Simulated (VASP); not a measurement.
# CdSe (P1) in VASP: single point with PBE

Aim: the single point of CdSe with PBE.

All numbers are computed with VASP 6.6.1; they aren't measurements. Logs are shortened: lines on timing, memory, paths and dates and some standing lists are left out, and cuts for length are marked.

## 1. The cell of the first run

The typed cell holds 16 atoms: a = 7.066 Å, b = 7.066 Å, c = 7.066 Å, α = 90.00°, β = 90.00°, γ = 90.00°.

## 2. Single point, PBE

Input file INCAR:

```
SYSTEM = CdSe
ALGO = Normal ; EDIFF = 1E-7
ENCUT = 520 ; GGA = PE
ISIF = 2 ; ISMEAR = -1
LASPH = .TRUE. ; LCHARG = .FALSE.
LREAL = Auto ; LWAVE = .FALSE.
NBANDS = 86 ; NELM = 60
PREC = Accurate ; SIGMA = 0.19
```

Input file KPOINTS:

```
k-points
0
G
  2 2 2
  0 0 0
```

Input file POSCAR:

```
CdSe
1.0
    7.0662034668      0.0000000000      0.0000000000
    0.0000000000      7.0662034668      0.0000000000
    0.0000000000      0.0000000000      7.0662034668
Cd Se
8 8
Direct
    0.0046235578     -0.0091951782     -0.0032641290
   -0.0045917161     -0.0004733801      0.5043585310
    0.0039904031      0.4951075944     -0.0037123188
   -0.0136149490      0.5032102481      0.5082265203
    0.4892822597     -0.0042779691     -0.0048417796
    0.5036926854      0.0046753536      0.5070483771
    0.4925519080      0.5064824438     -0.0076756918
    0.5030064612      0.5216409374      0.4976385150
    0.2464647400      0.2433858589      0.2659169112
    0.2657973279      0.2456184581      0.7462048078
    0.2575391451      0.7435346328      0.2516992340
    0.2491755309      0.7477677405      0.7466404024
    0.7627940556      0.2553233867      0.2627693936
    0.7464443990      0.2490378332      0.7435494923
    0.7470209462      0.7573513875      0.2415823445
    0.7547414995      0.7335393078      0.7448002346
```

Potentials or basis: VASP PAW PBE potentials, release 64 (Cd, Se).

Started as:

```sh
$ cat potpaw_PBE.64/Cd/POTCAR potpaw_PBE.64/Se/POTCAR > POTCAR
$ mpirun -np 1 vasp_std > vasp.out
```

OUTCAR:

```text
SYSTEM = CdSe
   EDIFF = 1E-7
   ENCUT = 520
   GGA = PE
   ISIF = 2
   ISMEAR = -1
   LASPH = .TRUE.
   LREAL = Auto
   NELM = 60
   PREC = Accurate

 ion  position               nearest neighbor table
   1  0.005  0.991  0.997-  15 3.00  12 3.01  11 3.08  16 3.10   9 3.12  10 3.13  14 3.14  13 3.15
                             5 3.42   2 3.48   3 3.50   3 3.56   2 3.59   5 3.64
   2  0.995  1.000  0.504-  13 2.98   9 2.99  14 3.01  12 3.05  16 3.05  15 3.08  10 3.10  11 3.14
                             6 3.47   1 3.48   4 3.51   4 3.56   1 3.59   6 3.59
   3  0.004  0.495  0.996-  16 3.02  12 3.05  13 3.05  14 3.09  11 3.09  10 3.11   9 3.12  15 3.12
                             4 3.45   7 3.45   1 3.50   1 3.56   7 3.61   4 3.62
   4  0.986  0.503  0.508-  16 2.85  13 2.93  14 2.98  12 3.05  15 3.10   9 3.11  11 3.14  10 3.17
                             8 3.42   3 3.45   2 3.51   2 3.56   3 3.62   8 3.65
   5  0.489  0.996  0.995-  10 2.95  12 3.01  11 3.02  15 3.03   9 3.11  14 3.11  16 3.17  13 3.27
                             1 3.42   6 3.45   7 3.46   7 3.61   6 3.62   1 3.64
   6  0.504  0.005  0.507-  10 2.93  14 2.95   9 3.01  12 3.07  13 3.08  15 3.09  16 3.10  11 3.11
                             8 3.41   5 3.45   2 3.47   2 3.59   5 3.62   8 3.65
   7  0.493  0.506  0.992-  12 2.98  11 2.99  10 3.00  16 3.01  15 3.08  14 3.10   9 3.20  13 3.23
                             3 3.45   5 3.46   8 3.50   8 3.57   5 3.61   3 3.61
   8  0.503  0.522  0.498-  16 2.91  11 2.91  12 2.98  15 3.00  13 3.11  14 3.11  10 3.11   9 3.14
                             6 3.41   4 3.42   7 3.50   7 3.57   6 3.65   4 3.65
   9  0.246  0.243  0.266-   2 2.99   6 3.01   5 3.11   4 3.11   1 3.12   3 3.12   8 3.14   7 3.20
[... 11 lines left out ...]
  15  0.747  0.757  0.242-   8 3.00   1 3.00   5 3.03   2 3.08   7 3.08   6 3.09   4 3.10   3 3.12

  16  0.755  0.734  0.745-   4 2.85   8 2.91   7 3.01   3 3.02   2 3.05   1 3.10   6 3.10   5 3.17

  LATTYP: Found a simple cubic cell.
 ALAT       =     7.0662034668

  Lattice vectors:

 A1 = (   7.0662034668,   0.0000000000,   0.0000000000)
 A2 = (   0.0000000000,   7.0662034668,   0.0000000000)
 A3 = (   0.0000000000,   0.0000000000,   7.0662034668)

Analysis of symmetry for initial positions (statically):
=====================================================================
 Subroutine PRICEL returns:
 Original cell was already a primitive cell.

 Routine SETGRP: Setting up the symmetry group for a
 simple cubic supercell.

 Subroutine GETGRP returns: Found  1 space group operations
 (whereof  1 operations were pure point group operations)
 out of a pool of 48 trial point group operations.

The static configuration has the point symmetry C_1 .

Analysis of symmetry for dynamics (positions and initial velocities):
=====================================================================
 Subroutine PRICEL returns:
[... 132 lines left out ...]
   NUPDOWN=      -1.0000    fix difference up-down
   EMIN   =  10.00;   EMAX   =-10.00  energy-range for DOS
   EFERMI =   0.00;   METHOD = LEGACY
   ISMEAR =    -1;   SIGMA  =   0.19  broadening in eV -4-tet -1-fermi 0-gaus
   EFERMI_NEDOS =   21; number of points for ismear=-14 and -15
   IALGO  =     38    algorithm
   IMIX   =      4    mixing-type and parameters
     AMIX     =   0.40;   BMIX     =  1.00
     AMIX_MAG =   1.60;   BMIX_MAG =  1.00
  volume/ion in A,a.u.               =      22.05       148.81
  Fermi-wavevector in a.u.,A,eV,Ry     =   1.214347  2.294783 20.063682  1.474639
  Thomas-Fermi vector in A             =   2.349770
   LORBIT       =      0    0 simple, 1 ext, 2 COOP (PROOUT), +10 PAW based schemes
   GGA     = PE    functional components
   LHFCALC =     F    Hartree Fock is set to
   AEXX    =    0.0000 exact exchange contribution
   IVDW    =     0    specifies the selected vdW correction
   LEPSILON=     F    determine dielectric tensor
   LRPA    =     F    only Hartree local field effects (RPA)
 non-spin polarized calculation
  energy-cutoff  :      520.00
  volume of cell :      352.82
 maximum number of plane-waves:      9540
 NGX is ok and might be reduce to    54
   NGX = 27   NGY = 27   NGZ = 27

 number of electron     143.9999975 magnetization

 Free energy of the ion-electron system (eV)
  ---------------------------------------------------
  ext. energy  EPLUGINS =         0.00000000
  ---------------------------------------------------
  free energy    TOTEN  =       -35.00697393 eV

  energy without entropy =      -34.02504838  energy(sigma->0) =      -34.51601116

 E-fermi :   3.6367     XC(G=0): -10.4946

 val. band max:        3.6357854513   @ k =   0.0000   0.5000   0.0000
 cond. band min:       3.6408006356   @ k =   0.0000   0.5000   0.0000
 fundamental gap:      0.0050151843
 Fermi energy:         3.6366887690

 k-point     1 :       0.0000    0.0000    0.0000
  band No.  band energies     occupation
      1     -10.2868      2.00000
      2      -9.3827      2.00000
      3      -9.3753      2.00000
      4      -9.3616      2.00000
      5      -8.9612      2.00000
      6      -8.9496      2.00000
[... 685 lines left out ...]
     83       8.5925      0.00000
     84       8.6210      0.00000
 [bands above 84 left out]

------------------------ aborting loop because EDIFF is reached ----------------------------------------

  FORCE on cell =-STRESS in cart. coord.  units (eV):
  Direction    XX          YY          ZZ          XY          YZ          ZX
  --------------------------------------------------------------------------------------
  -------------------------------------------------------------------------------------
  Total        5.1607417      5.0438005      4.7560181     -0.0567335      0.0991253     -0.0144300
  in kB       23.4349638     22.9039330     21.5971113     -0.2576271      0.4501285     -0.0655268
  external PRESSURE =      22.6453360 kB  Pullay stress =       0.0000000 kB

 VOLUME and BASIS-vectors are now :
 -----------------------------------------------------------------------------
  energy-cutoff  :      520.00
  volume of cell :      352.82
      direct lattice vectors                 reciprocal lattice vectors
     7.066203467  0.000000000  0.000000000     0.141518710  0.000000000  0.000000000
     0.000000000  7.066203467  0.000000000     0.000000000  0.141518710  0.000000000
     0.000000000  0.000000000  7.066203467     0.000000000  0.000000000  0.141518710

 POSITION                                       TOTAL-FORCE (eV/Angst)
 -----------------------------------------------------------------------------------
      0.03267      7.00123      7.04314        -0.082852      0.128090      0.065578
      7.03376      7.06286      3.56390         0.036834      0.019513     -0.069587
      0.02820      3.49853      7.03997        -0.027560     -0.090856      0.148211
      6.97000      3.55579      3.59123         0.187130     -0.075696     -0.185335
      3.45737      7.03597      7.03199         0.073527      0.102496      0.154904
      3.55919      0.03304      3.58291        -0.001399      0.049133     -0.167702
[... 8 lines left out ...]
      5.27860      5.35160      1.70707         0.090858      0.457294     -0.293510
      5.33316      5.18334      5.26291        -0.066915      0.039292     -0.069131
 -----------------------------------------------------------------------------------
    total drift:                                0.025678     -0.006788     -0.001718

  FREE ENERGIE OF THE ION-ELECTRON SYSTEM (eV)
  ---------------------------------------------------
  free  energy   TOTEN  =       -35.0069739333 eV

  energy  without entropy=      -34.0250483818  energy(sigma->0) =      -34.51601116
```

stdout:

```text
POSCAR found type information on POSCAR CdSe
 POSCAR found :  2 types and      16 ions
 scaLAPACK will be used
 LDA part: xc-table for (Slater+PW92), standard interpolation
 POSCAR, INCAR and KPOINTS ok, starting setup
 FFT: planning ... GRIDC
 FFT: planning ... GRID_SOFT
 FFT: planning ... GRID
 WAVECAR not read
 entering main loop
```

Wall time 6.6 min (1 thread of Intel Xeon Platinum 8488C (Sapphire Rapids), shared host); peak memory 0.45 GiB.

Results:

```yaml
Free_energy: -35.0070 eV
Pressure: 2.3 GPa
Largest_force: 0.765 eV/Å
```

Forces on the atoms (eV/Å):
```
Cd  -0.083  0.128  0.066
Cd   0.037  0.020 -0.070
Cd  -0.028 -0.091  0.148
Cd   0.187 -0.076 -0.185
Cd   0.074  0.102  0.155
Cd  -0.001  0.049 -0.168
Cd   0.052 -0.129  0.108
Cd  -0.096 -0.213 -0.119
Se   0.130 -0.211 -0.198
Se  -0.166  0.174  0.471
Se  -0.151 -0.263 -0.128
Se  -0.126  0.164  0.074
Se  -0.130  0.378 -0.268
Se   0.277 -0.530  0.477
Se   0.091  0.457 -0.294
Se  -0.067  0.039 -0.069
```

Stress tensor (GPa, compression positive):
```
 2.34 -0.03 -0.01
-0.03  2.29  0.05
-0.01  0.05  2.16
```

Levels at points of the mesh, in eV from the Fermi level:
```
           k point  band 69  band 70  band 71  band 72  band 73  band 74  band 75  band 76
(0.00, 0.00, 0.00)    -0.15    -0.12    -0.10    -0.09    -0.06     0.01     0.05     0.06
(0.50, 0.00, 0.00)    -0.77    -0.67    -0.08    -0.08    -0.07     0.01     0.73     0.77
(0.00, 0.50, 0.00)    -0.75    -0.51    -0.13    -0.10     0.00     0.00     0.65     0.80
(0.00, 0.00, 0.50)    -0.70    -0.60    -0.09    -0.07    -0.03     0.05     0.73     0.76
(0.50, 0.50, 0.00)    -0.56    -0.50    -0.42    -0.40     0.85     0.87     0.92     0.97
(0.00, 0.50, 0.50)    -0.58    -0.48    -0.46    -0.32     0.75     0.86     0.90     1.05
(0.50, 0.00, 0.50)    -0.54    -0.52    -0.42    -0.42     0.82     0.87     0.97     0.99
(0.50, 0.50, 0.50)    -2.34    -2.30    -2.23    -2.20     1.90     1.94     1.98     2.02
```

Caveat: the k points lie up to 0.44 Å⁻¹ apart; the atoms stand as in a frame of molecular dynamics.
